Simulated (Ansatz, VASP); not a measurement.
InO in VASP and in Ansatz

```
In O
1.0
     3.51553    0.00000    0.00000
    -1.75776    3.04454    0.00000
     0.00000    0.00000   15.45572
In O
2 2
Direct
  0.66667 0.33333 0.58953
  0.66667 0.33333 0.41047
  0.00000 0.00000 0.63988
  0.00000 0.00000 0.36012
```

Change from the starting cell: strain +0.025 along x and y, -0.025 along z, atoms carried along.

Alike in both runs: task single point; functional PBE; dispersion D3(BJ); k mesh 12 × 12 × 2; occupations gaussian, width 0.05 eV; no spin polarisation.

|  | VASP | Ansatz |
| --- | --- | --- |
| version | VASP 6.6.1 | Ansatz 0.2.0 |
| potentials or method | VASP PAW PBE potentials, release 64 (In_d, O), cutoff 520 eV | scalar-relativistic, plane waves, PAW |
| valence electrons in the cell | 38 | 38 |

Ansatz gave:

- gap on the k mesh at the Fermi level (eV): 0.52
- least direct gap on the mesh (eV): 1.01
- rms of the force components (eV/Å): 0.278

Problem. Estimate VASP's values.

Solution. gap on the k mesh at the Fermi level (eV): 0.50; least direct gap on the mesh (eV): 1.00; rms of the force components (eV/Å): 0.263.

Atom by atom the forces differ by 0.018 eV/Å (rms over components).
